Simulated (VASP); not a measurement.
Runs of VASP 6.6.1 on Ba. The structure is that of space group Im-3m (No. 229), or close to it. The cells are those of the table. 

```tsv
task	level	potentials or basis	cell	gap on the mesh (eV)	pressure (GPa)
electric field gradients	PBEsol	VASP PAW PBE potentials, release 64 (Ba_sv)	a = 4.331 Å, angles 108.7, 108.7, 111.1°, 1 atom	none	(a)
single point	PBE	VASP PAW PBE potentials, release 64 (Ba_sv)	a = 4.359 Å, angles 109.5°, 1 atom	none	0.0
electric field gradients	PBE	VASP PAW PBE potentials, release 64 (Ba_sv)	a = 4.272 Å, angles 109.5°, 1 atom	none	0.6
electric field gradients	PBE	VASP PAW PBE potentials, release 64 (Ba_sv)	a = 4.331 Å, angles 108.7, 108.7, 111.1°, 1 atom	none	0.2
single point	LDA	VASP PAW LDA potentials, release 64 (Ba_sv)	a = 4.331 Å, angles 108.7, 108.7, 111.1°, 1 atom	none	-1.2
electric field gradients	PBE	VASP PAW PBE potentials, release 64 (Ba_sv)	a = 4.330 Å, angles 109.5°, 1 atom	none	0.2
single point	PBE	VASP PAW PBE potentials, release 64 (Ba_sv)	a = 4.331 Å, angles 108.7, 108.7, 111.1°, 1 atom	none	0.2
electric field gradients	PBE	VASP PAW PBE potentials, release 64 (Ba_sv)	a = 4.387 Å, angles 109.5°, 1 atom	none	-0.2
electric field gradients	PBE	VASP PAW PBE potentials, release 64 (Ba_sv)	a = 4.301 Å, angles 109.5°, 1 atom	none	0.4
single point	PBE	VASP PAW PBE potentials, release 64 (Ba_sv)	a = 4.387 Å, angles 109.5°, 1 atom	none	-0.2
single point	PBE	VASP PAW PBE potentials, release 64 (Ba_sv)	a = 4.272 Å, angles 109.5°, 1 atom	none	0.6
single point	PBE	VASP PAW PBE potentials, release 64 (Ba_sv)	a = 4.301 Å, angles 109.5°, 1 atom	none	0.4
```

Alike in all rows: no spin polarisation; k mesh 10 × 10 × 10; cutoff (eV) 520; smearing fermi-dirac 0.05 eV.

**Question.** Estimate the missing entries.

**Answer.** (a) -0.5.

Caveats: spin-orbit coupling is left out, which moves the levels of the heavy elements; the PAW data sets were made with another functional, which shifts forces and pressure a little (some runs).

A k mesh can miss the band edges, and the runs leave out spin-orbit coupling on Ba.

A gap of «none» marks levels without a gap at the run's occupations.
